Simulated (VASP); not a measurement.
# B5P (P4mm) in VASP: a series of runs, part 2 of 2

VASP 6.6.1. Earlier steps stand in the parts before.

## 3. Relaxation of cell and atoms, PBE

Input file INCAR:

```
SYSTEM = B5P
PREC = Accurate
ENCUT = 500
EDIFF = 1E-7
ISMEAR = 0
SIGMA = 0.01
LREAL = .False.
LASPH = .True.
NELM = 120
ALGO = Normal
ISIF = 3
LWAVE = .False.
LCHARG = .False.
GGA = PE
IBRION = 2
NSW = 80
EDIFFG = -0.001
GGA_COMPAT = .False.
NELMIN = 4
```

Input file KPOINTS:

```
regular mesh
0
Gamma
  6 6 6
  0 0 0
```

Input file POSCAR:

```
B5P
1.0
    4.2793511689      0.0000000000      0.0000000000
    0.0000000000      4.2793511689      0.0000000000
    0.0000000000      0.0000000000      4.4158235477
B P
5 1
Direct
    0.5000000000      0.5000000000      0.2092722794
    0.5000000000      0.1945604274      0.4550005604
    0.1945604274      0.5000000000      0.4550005604
    0.5000000000      0.8054395726      0.4550005604
    0.8054395726      0.5000000000      0.4550005604
    0.5000000000      0.5000000000      0.7807254788
```

Potentials or basis: VASP PAW PBE potentials, release 64 (B, P).

Started as:

```sh
$ cat potpaw_PBE.64/B/POTCAR potpaw_PBE.64/P/POTCAR > POTCAR
$ mpirun -np 1 vasp_std > vasp.out
```

OUTCAR:

```text
SYSTEM = B5P
   PREC = Accurate
   ENCUT = 500
   EDIFF = 1E-7
   ISMEAR = 0
   LREAL = .False.
   LASPH = .True.
   NELM = 120
   ISIF = 3
   GGA = PE
   IBRION = 2
   NSW = 80
   EDIFFG = -0.001
   NELMIN = 4

 ion  position               nearest neighbor table
   1  0.500  0.500  0.209-   2 1.70   3 1.70   4 1.70   5 1.70   6 1.89   6 2.52
   2  0.500  0.195  0.455-   4 1.67   1 1.70   3 1.85   5 1.85   6 1.94
   3  0.195  0.500  0.455-   5 1.67   1 1.70   4 1.85   2 1.85   6 1.94
   4  0.500  0.805  0.455-   2 1.67   1 1.70   3 1.85   5 1.85   6 1.94
   5  0.805  0.500  0.455-   3 1.67   1 1.70   2 1.85   4 1.85   6 1.94
   6  0.500  0.500  0.781-   1 1.89   2 1.94   3 1.94   4 1.94   5 1.94   1 2.52

  LATTYP: Found a simple tetragonal cell.
 ALAT       =     4.2793511689
 C/A-ratio  =     1.0318909043

  Lattice vectors:

 A1 = (   4.2793511689,   0.0000000000,   0.0000000000)
 A2 = (   0.0000000000,   4.2793511689,   0.0000000000)
 A3 = (   0.0000000000,   0.0000000000,   4.4158235477)

Analysis of symmetry for initial positions (statically):
=====================================================================
 Subroutine PRICEL returns:
 Original cell was already a primitive cell.

 Routine SETGRP: Setting up the symmetry group for a
 simple tetragonal supercell.

 Subroutine GETGRP returns: Found  8 space group operations
 (whereof  8 operations were pure point group operations)
 out of a pool of 16 trial point group operations.

The static configuration has the point symmetry C_4v.

Analysis of symmetry for dynamics (positions and initial velocities):
=====================================================================
 Subroutine PRICEL returns:
 Original cell was already a primitive cell.

 Routine SETGRP: Setting up the symmetry group for a
 simple tetragonal supercell.

[... 153 lines left out ...]

 number of electron      19.9999999 magnetization

 Free energy of the ion-electron system (eV)
  ---------------------------------------------------
  ext. energy  EPLUGINS =         0.00000000
  ---------------------------------------------------
  free energy    TOTEN  =       -38.28176304 eV

  energy without entropy =      -38.28176304  energy(sigma->0) =      -38.28176304

------------------------ aborting loop because EDIFF is reached ----------------------------------------

  FORCE on cell =-STRESS in cart. coord.  units (eV):
  Direction    XX          YY          ZZ          XY          YZ          ZX
  --------------------------------------------------------------------------------------
  -------------------------------------------------------------------------------------
  Total       -0.0066880     -0.0066880     -0.1048587      0.0000000      0.0000000      0.0000000
  in kB       -0.1325074     -0.1325074     -2.0775317      0.0000000      0.0000000      0.0000000
  external PRESSURE =      -0.7808488 kB  Pullay stress =       0.0000000 kB
[... 307 lines left out ...]
--------------------------------------- Ionic step        9  -------------------------------------------

 number of electron      19.9999999 magnetization

 Free energy of the ion-electron system (eV)
  ---------------------------------------------------
  ext. energy  EPLUGINS =         0.00000000
  ---------------------------------------------------
  free energy    TOTEN  =       -38.28183960 eV

  energy without entropy =      -38.28183960  energy(sigma->0) =      -38.28183960

 E-fermi :   2.7466     XC(G=0):  -8.6354

 val. band max:        2.6402476343   @ k =   0.0000   0.0000   0.5000
 cond. band min:       3.5156624862   @ k =   0.5000   0.0000   0.0000
 fundamental gap:      0.8754148519
 Fermi energy:         2.7466232797

 k-point     1 :       0.0000    0.0000    0.0000
  band No.  band energies     occupation
      1     -13.1585      2.00000
      2      -6.3192      2.00000
      3      -5.0830      2.00000
      4      -4.7631      2.00000
      5      -4.7631      2.00000
      6      -3.3713      2.00000
      7      -2.5824      2.00000
      8       1.1515      2.00000
      9       1.1515      2.00000
     10       2.5389      2.00000
     11       4.5408      0.00000
     12       4.5408      0.00000
     13       4.7031      0.00000
     14       7.9199      0.00000
[... 377 lines left out ...]
      1     -12.7147      2.00000
      2      -8.2238      2.00000
      3      -6.4667      2.00000
      4      -4.0799      2.00000
      5      -2.8959      2.00000
      6      -2.0628      2.00000
      7      -1.5525      2.00000
      8      -0.2798      2.00000
      9       0.3638      2.00000
     10       0.6136      2.00000
     11       5.1091      0.00000
     12       5.2811      0.00000
     13       6.6771      0.00000
     14       7.2273      0.00000

 [... further k-points ...]

------------------------ aborting loop because EDIFF is reached ----------------------------------------

  FORCE on cell =-STRESS in cart. coord.  units (eV):
  Direction    XX          YY          ZZ          XY          YZ          ZX
  --------------------------------------------------------------------------------------
  -------------------------------------------------------------------------------------
  Total       -0.0003566     -0.0003566     -0.0023004      0.0000000      0.0000000      0.0000000
  in kB       -0.0070711     -0.0070711     -0.0456082      0.0000000      0.0000000      0.0000000
  external PRESSURE =      -0.0199168 kB  Pullay stress =       0.0000000 kB
[... 21 lines left out ...]
  FREE ENERGIE OF THE ION-ELECTRON SYSTEM (eV)
  ---------------------------------------------------
  free  energy   TOTEN  =       -38.2818395954 eV

  energy  without entropy=      -38.2818395954  energy(sigma->0) =      -38.28183960

 reached required accuracy - stopping structural energy minimisation
```

Wall time 59 s (1 thread of Intel Xeon Platinum 8488C (Sapphire Rapids), shared host); peak memory 0.19 GiB.

What came out:

- Free energy: -38.2818 eV
- Relaxed volume: 13.47 Å³/atom
- Relaxed cell: a = 4.279 Å, b = 4.279 Å, c = 4.413 Å, α = 90.00°, β = 90.00°, γ = 90.00°
- Space group after relaxing (to 0.1 Å): P4mm (No. 99)
- Energy gained by relaxing: 0.0 meV/atom
- Ionic steps: 9
- Pressure after relaxing: 0.0 GPa
- Band gap on the k mesh: 0.88 eV (least direct gap 1.08 eV)

Final structure:
```
B P
1.0
     4.27916    0.00000    0.00000
     0.00000    4.27916    0.00000
     0.00000    0.00000    4.41318
B P
5 1
Direct
  0.50000 0.50000 0.20902
  0.50000 0.19451 0.45510
  0.19451 0.50000 0.45510
  0.50000 0.80549 0.45510
  0.80549 0.50000 0.45510
  0.50000 0.50000 0.78060
```

Levels at points of the mesh, in eV from the valence-band top:
```csv
k point,band 6,band 7,band 8,band 9,band 10,band 11,band 12,band 13,band 14
"(0.00, 0.00, 0.00)",-6.01,-5.22,-1.49,-1.49,-0.10,1.90,1.90,2.06,5.28
"(0.50, 0.00, 0.00)",-5.53,-3.27,-2.43,-2.11,-1.40,0.88,2.72,3.42,3.58
"(0.50, 0.50, 0.00)",-3.92,-3.18,-3.18,-2.31,-2.31,1.69,1.69,5.85,6.13
"(0.00, 0.00, 0.50)",-5.09,-3.51,-3.44,-3.44,0.00,1.08,2.50,3.87,4.02
"(0.50, 0.00, 0.50)",-5.07,-3.33,-3.22,-2.25,-2.00,2.12,3.03,3.04,5.28
"(0.50, 0.50, 0.50)",-4.92,-3.75,-2.87,-2.07,-2.07,2.54,4.52,5.33,5.33
```
